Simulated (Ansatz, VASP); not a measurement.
# MgO in VASP and in Ansatz

POSCAR

```
MgO
1.0
    0.0000000000      2.0809329058      2.0809329058
    2.0809329058      0.0000000000      2.0809329058
    2.0809329058      2.0809329058      0.0000000000
Mg O
1 1
Direct
    0.0000000000      0.0000000000      0.0000000000
    0.5000000000      0.5000000000      0.5000000000
```

The input INCAR.step1:

```
SYSTEM = MgO
PREC = Accurate ; ENCUT = 750
ISMEAR = 0 ; SIGMA = 0.02
LREAL = .FALSE. ; LASPH = .TRUE.
NELM = 120 ; NBANDS = 15
GGA = PE ; ALGO = Normal
EDIFF = 1E-5 ; LWAVE = .TRUE.
LCHARG = .FALSE. ; GGA_COMPAT = .FALSE.
```

Contents of INCAR.step2:

```
SYSTEM = MgO
PREC = Accurate ; ENCUT = 750
EDIFF = 1E-6 ; ISMEAR = 0
SIGMA = 0.02 ; LREAL = .FALSE.
LASPH = .TRUE. ; NELM = 120
ALGO = Normal ; ISIF = 2
LWAVE = .FALSE. ; LCHARG = .TRUE.
METAGGA = R2SCAN ; LMIXTAU = .TRUE.
LELF = .TRUE. ; LVHAR = .TRUE.
NBANDS = 15 ; ISTART = 1
GGA_COMPAT = .FALSE.
```

File KPOINTS:

```
Automatic mesh
0
G
  10 10 10
  0 0 0
```

Input for Ansatz:

```yaml
crystal:
  lattice:
    - [0.0, 2.0809329058, 2.0809329058]
    - [2.0809329058, 0.0, 2.0809329058]
    - [2.0809329058, 2.0809329058, 0.0]
  atoms:
    - { symbol: Mg, position: [0.0, 0.0, 0.0] }
    - { symbol: O, position: [0.5, 0.5, 0.5] }
basis:
  ecutwfc: 500
kpoints:
  mp_grid: { grid: [10, 10, 10] }
hamiltonian:
  xc: r2scan
scf:
  occupations: { method: gaussian, width: 0.02 }
output:
  forces: true
  stress: true
  eigenvalues: true
  write_density: true
  write_potential: true
  elf: true
  volumetric_format: npy
```

Alike in both runs: task single point; functional r2SCAN; k mesh 10 × 10 × 10; occupations gaussian, width 0.02 eV; no spin polarisation.

|  | VASP | Ansatz |
| --- | --- | --- |
| version | VASP 6.6.1 | Ansatz 0.2.0 |
| potentials or method | VASP PAW PBE potentials, release 64 (Mg_sv, O), cutoff 750 eV | scalar-relativistic, plane waves, PAW |
| valence electrons in the cell | 16 | 16 |

```tsv
	VASP	Ansatz	Ansatz less VASP
gap on the k mesh at the Fermi level (eV)	6.02	6.00	-0.020
least direct gap on the mesh (eV)	6.02	6.00	-0.020
pressure (GPa)	5.1	5.4	+0.33
```

VASP's potentials were made for PBE, not for r2SCAN. The functional is the same, so the differences come from potentials, cutoffs and numerics.
